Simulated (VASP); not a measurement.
# Sr in VASP: a series of runs

Runs on Sr. Level: PBE. Tasks: relaxation of cell and atoms, single point.

Program: VASP 6.6.1. These are calculated values, not measurements. Logs are shortened: lines on timing, memory, paths and dates and some standing lists are left out, and cuts for length are marked.

**1. The cell of the first run**

The typed cell holds 6 atoms: a = 4.301 Å, b = 7.297 Å, c = 10.559 Å, α = 85.25°, β = 89.79°, γ = 89.93°.

**2. Relaxation of cell and atoms, PBE**

INCAR

```
ALGO = Normal
EDIFF = 1E-7
EDIFFG = -0.04
ENCUT = 600
GGA = PE
IBRION = 2
ISIF = 3
ISMEAR = 0
LASPH = T
LCHARG = F
LREAL = F
LWAVE = F
NELM = 100
NSW = 90
PREC = Accurate
SIGMA = 0.1
```

KPOINTS

```
k-points
0
Gamma
  4 4 2
```

POSCAR

```
Sr
1.0
    4.3011183588      0.0000000000      0.0000000000
    0.0083645944      7.2969939828      0.0000000000
    0.0393191382      0.8736355947     10.5226554313
Sr
6
Direct
    0.7562177051      0.4202627094      0.1653584591
    0.2560988345      0.2495058089      0.4973032738
    0.2566238107      0.9193056260      0.1679955244
    0.7433761893      0.0806943740      0.8320044756
    0.2437822949      0.5797372906      0.8346415409
    0.7439011655      0.7504941911      0.5026967262
```

Potentials or basis: VASP PAW PBE potentials, release 64 (Sr_sv).

On the command line:

```bash
cat potpaw_PBE.64/Sr_sv/POTCAR > POTCAR
mpirun -np 1 vasp_std > vasp.out
```

OUTCAR:

```text
EDIFF = 1E-7
   EDIFFG = -0.04
   ENCUT = 600
   GGA = PE
   IBRION = 2
   ISIF = 3
   ISMEAR = 0
   LASPH = T
   LREAL = F
   NELM = 100
   NSW = 90
   PREC = Accurate

 ion  position               nearest neighbor table
   1  0.756  0.420  0.165-   5 4.15   2 4.21   5 4.22   2 4.22   3 4.23   3 4.23   3 4.24   3 4.24
                             6 4.46   4 4.47
   2  0.256  0.250  0.497-   6 4.20   1 4.21   4 4.21   1 4.22   6 4.22   4 4.25   6 4.25   6 4.27
                             3 4.39   5 4.46
   3  0.257  0.919  0.168-   4 4.20   6 4.21   1 4.23   1 4.23   1 4.24   1 4.24   6 4.25   4 4.27
                             2 4.39   5 4.47
   4  0.743  0.081  0.832-   3 4.20   2 4.21   5 4.23   5 4.23   5 4.24   5 4.24   2 4.25   3 4.27
                             6 4.39   1 4.47
   5  0.244  0.580  0.835-   1 4.15   6 4.21   1 4.22   6 4.22   4 4.23   4 4.23   4 4.24   4 4.24
                             2 4.46   3 4.47
   6  0.744  0.750  0.503-   2 4.20   5 4.21   3 4.21   5 4.22   2 4.22   3 4.25   2 4.25   2 4.27
                             4 4.39   1 4.46

  LATTYP: Found a triclinic cell.
 ALAT       =    10.5589328283
 B/A-ratio  =     0.6910735105
 C/A-ratio  =     0.4073440402
 COS(alpha) =     0.0011463061
 COS(beta)  =     0.0037237796
 COS(gamma) =     0.0827432191

  Lattice vectors:

 A1 = (  -0.0393191382,  -0.8736355947, -10.5226554313)
 A2 = (  -0.0083645944,  -7.2969939828,   0.0000000000)
 A3 = (  -4.3011183588,   0.0000000000,   0.0000000000)

Analysis of symmetry for initial positions (statically):
=====================================================================
 Subroutine PRICEL returns:
 Original cell was already a primitive cell.

 Routine SETGRP: Setting up the symmetry group for a
 triclinic supercell.

 Subroutine GETGRP returns: Found  2 space group operations
 (whereof  2 operations were pure point group operations)
 out of a pool of  2 trial point group operations.

The static configuration has the point symmetry S_2 .

Analysis of symmetry for dynamics (positions and initial velocities):
=====================================================================
 Subroutine PRICEL returns:
 Original cell was already a primitive cell.

 Routine SETGRP: Setting up the symmetry group for a
 triclinic supercell.

 Subroutine GETGRP returns: Found  2 space group operations
 (whereof  2 operations were pure point group operations)
 out of a pool of  2 trial point group operations.

The dynamic configuration has the point symmetry S_2 .

 Subroutine INISYM returns: Found  2 space group operations
 (whereof  2 operations are pure point group operations),
 and found     1 'primitive' translations

[... 93 lines left out ...]
   LSORBIT =      F    spin-orbit coupling
   LASPH  =      T    aspherical Exc in radial PAW
   ENCUT  =  600.0 eV  44.10 Ry    6.64 a.u.   8.59 14.57 21.09*2*pi/ulx,y,z
   NELM   =    100;   NELMIN=  2; NELMDL= -5     # of ELM steps
   EDIFF  = 0.1E-06   stopping-criterion for ELM
   LREAL  =      F    real-space projection
   EDIFFG = -.4E-01   stopping-criterion for IOM
   NSW    =     90    number of steps for IOM
   IBRION =      2    ionic relax: 0-MD 1-quasi-New 2-CG
   NFREE  =      1    steps in history (QN), initial steepest desc. (CG)
   ISIF   =      3    stress and relaxation
   ISYM   =      2    0-nonsym 1-usesym 2-fastsym
   POTIM  = 0.5000    time-step for ionic-motion
   TEBEG  =    0.0;   TEEND  =   0.0 temperature during run
   PSTRESS=    0.0 pullay stress
   NELECT =      60.0000    total number of electrons
   NUPDOWN=      -1.0000    fix difference up-down
   EMIN   =  10.00;   EMAX   =-10.00  energy-range for DOS
   EFERMI =   0.00;   METHOD = LEGACY
   ISMEAR =     0;   SIGMA  =   0.10  broadening in eV -4-tet -1-fermi 0-gaus
   EFERMI_NEDOS =   21; number of points for ismear=-14 and -15
   IALGO  =     38    algorithm
   IMIX   =      4    mixing-type and parameters
     AMIX     =   0.40;   BMIX     =  1.00
     AMIX_MAG =   1.60;   BMIX_MAG =  1.00
  volume/ion in A,a.u.               =      55.04       371.45
  Fermi-wavevector in a.u.,A,eV,Ry     =   0.927203  1.752160 11.697012  0.859706
  Thomas-Fermi vector in A             =   2.053248
   LORBIT       =      0    0 simple, 1 ext, 2 COOP (PROOUT), +10 PAW based schemes
   GGA     = PE    functional components
   LHFCALC =     F    Hartree Fock is set to
   AEXX    =    0.0000 exact exchange contribution
   IVDW    =     0    specifies the selected vdW correction
   LEPSILON=     F    determine dielectric tensor
   LRPA    =     F    only Hartree local field effects (RPA)
 conjugate gradient relaxation of ions
 non-spin polarized calculation
 Gauss-broadening in eV      SIGMA  =   0.10
  energy-cutoff  :      600.00
  volume of cell :      330.26
 maximum number of plane-waves:     11064
 NGX is ok and might be reduce to    36
   NGX = 17   NGY = 29   NGZ = 43

--------------------------------------- Ionic step        1  -------------------------------------------

 number of electron      60.0000000 magnetization

 Free energy of the ion-electron system (eV)
  ---------------------------------------------------
  ext. energy  EPLUGINS =         0.00000000
  ---------------------------------------------------
  free energy    TOTEN  =        -9.82939434 eV

  energy without entropy =       -9.77959085  energy(sigma->0) =       -9.80449259

------------------------ aborting loop because EDIFF is reached ----------------------------------------

  FORCE on cell =-STRESS in cart. coord.  units (eV):
  Direction    XX          YY          ZZ          XY          YZ          ZX
  --------------------------------------------------------------------------------------
  -------------------------------------------------------------------------------------
  Total       -0.1293393     -0.1986969      0.2361785      0.0004759     -0.4812219     -0.0478061
  in kB       -0.6274665     -0.9639422      1.1457772      0.0023088     -2.3345612     -0.2319226
  external PRESSURE =      -0.1485438 kB  Pullay stress =       0.0000000 kB
[... 307 lines left out ...]
--------------------------------------- Ionic step        9  -------------------------------------------

 number of electron      60.0000000 magnetization

 Free energy of the ion-electron system (eV)
  ---------------------------------------------------
  ext. energy  EPLUGINS =         0.00000000
  ---------------------------------------------------
  free energy    TOTEN  =        -9.86572017 eV

  energy without entropy =       -9.82187227  energy(sigma->0) =       -9.84379622

 E-fermi :   1.5542     XC(G=0):  -7.3446

 val. band max:        1.5467189542   @ k =   0.0000   0.2500   0.5000
 cond. band min:       1.5608658433   @ k =   0.2500   0.5000   0.5000
 fundamental gap:      0.0141468891
 Fermi energy:         1.5541589088

 k-point     1 :       0.0000    0.0000    0.0000
  band No.  band energies     occupation
      1     -35.0483      2.00000
      2     -35.0395      2.00000
      3     -35.0387      2.00000
      4     -35.0330      2.00000
      5     -35.0325      2.00000
      6     -35.0303      2.00000
[... 802 lines left out ...]
  FREE ENERGIE OF THE ION-ELECTRON SYSTEM (eV)
  ---------------------------------------------------
  free  energy   TOTEN  =        -9.8657201662 eV

  energy  without entropy=       -9.8218722709  energy(sigma->0) =       -9.84379622

 reached required accuracy - stopping structural energy minimisation
```

OSZICAR:

```text
N       E                     dE             d eps       ncg     rms          rms(c)
DAV:   1     0.476400880012E+03    0.47640E+03   -0.29477E+04  1440   0.158E+03
DAV:   2     0.346525911893E+02   -0.44175E+03   -0.43630E+03  1700   0.361E+02
DAV:   3    -0.645402184620E+01   -0.41107E+02   -0.40468E+02  2156   0.780E+01
[... 98 lines left out ...]
DAV:   5    -0.986563135374E+01   -0.95189E-04   -0.21151E-03  2100   0.176E-01    0.726E-02
DAV:   6    -0.986570834256E+01   -0.76989E-04   -0.23303E-04  1840   0.456E-02    0.190E-02
DAV:   7    -0.986571971087E+01   -0.11368E-04   -0.47383E-05  2052   0.256E-02    0.866E-03
DAV:   8    -0.986571997591E+01   -0.26504E-06   -0.31214E-06  1612   0.559E-03    0.321E-03
DAV:   9    -0.986572010298E+01   -0.12707E-06   -0.24008E-07  1220   0.248E-03    0.314E-03
DAV:  10    -0.986572016615E+01   -0.63168E-07   -0.36429E-08   888   0.101E-03
   9 F= -.98657202E+01 E0= -.98437962E+01  d E =-.204787E-02
```

CONTCAR:

```text
Sr
   1.00000000000000
     4.2102591748537126   -0.0062722232664288   -0.0134409275570373
    -0.0027565224268128    7.3879511855409312   -0.3759501128163459
     0.0049541200387138    0.3275201031395785   10.6115150907363187
  Sr
     6
Direct
     0.7535884519083461    0.4187600627577905    0.1664716638785252
     0.2496725694320459    0.2507123881008271    0.4992076518833134
     0.2520135431088050    0.9188291141270588    0.1670460964422451
     0.7479864568911947    0.0811708858729413    0.8329539035577551
     0.2464115480916538    0.5812399372422093    0.8335283361214749
     0.7503274305679540    0.7492876118991730    0.5007923481166865

  0.00000000E+00  0.00000000E+00  0.00000000E+00
  0.00000000E+00  0.00000000E+00  0.00000000E+00
  0.00000000E+00  0.00000000E+00  0.00000000E+00
  0.00000000E+00  0.00000000E+00  0.00000000E+00
  0.00000000E+00  0.00000000E+00  0.00000000E+00
  0.00000000E+00  0.00000000E+00  0.00000000E+00
```

Wall time 20 min (1 thread of Intel Xeon Platinum 8488C (Sapphire Rapids), shared host); peak memory 0.6 GiB.

What came out:

```
Free energy                            : -9.8657 eV
Relaxed volume                         : 55.10 Å³/atom
Relaxed cell                           : a = 4.210 Å, b = 7.398 Å, c = 10.617 Å, α = 91.15°, β = 90.16°, γ = 90.10°
Space group after relaxing (to 0.05 Å) : P-1 (No. 2)
Energy gained by relaxing              : 6.1 meV/atom
Ionic steps                            : 9
Pressure after relaxing                : 0.0 GPa
Largest force after relaxing           : 0.018 eV/Å
Band gap on the k mesh                 : zero (band 30 reaches 1.63 eV, above the bottom of band 31 at 1.53 eV)
```

Forces on the atoms (eV/Å):
```
Sr  -0.011 -0.007 -0.001
Sr   0.003 -0.014  0.012
Sr   0.000 -0.012 -0.003
Sr   0.000  0.012  0.003
Sr   0.011  0.007  0.001
Sr  -0.003  0.014 -0.012
```

The path:
```tsv
step	energy change (eV)	largest force (eV/Å)	pressure (GPa)	volume (Å³)
1	0.0000	0.0518	-0.01	330.26
2	-0.0048	0.0476	0.00	330.01
3	-0.0160	0.0364	0.03	329.18
4	-0.0157	0.0265	0.13	327.21
5	-0.0204	0.0286	0.07	328.31
6	-0.0256	0.0252	0.04	329.32
7	-0.0341	0.0217	-0.06	332.21
8	-0.0343	0.0223	-0.08	332.76
9	-0.0363	0.0183	-0.01	330.59
```

Final structure:
```
Sr
1.0
     4.21026   -0.00627   -0.01344
    -0.00276    7.38795   -0.37595
     0.00495    0.32752   10.61152
Sr
6
Direct
  0.75359 0.41876 0.16647
  0.24967 0.25071 0.49921
  0.25201 0.91883 0.16705
  0.74799 0.08117 0.83295
  0.24641 0.58124 0.83353
  0.75033 0.74929 0.50079
```

Caveat: the k points lie up to 0.37 Å⁻¹ apart in the final cell.

[end of part 1 of 2]
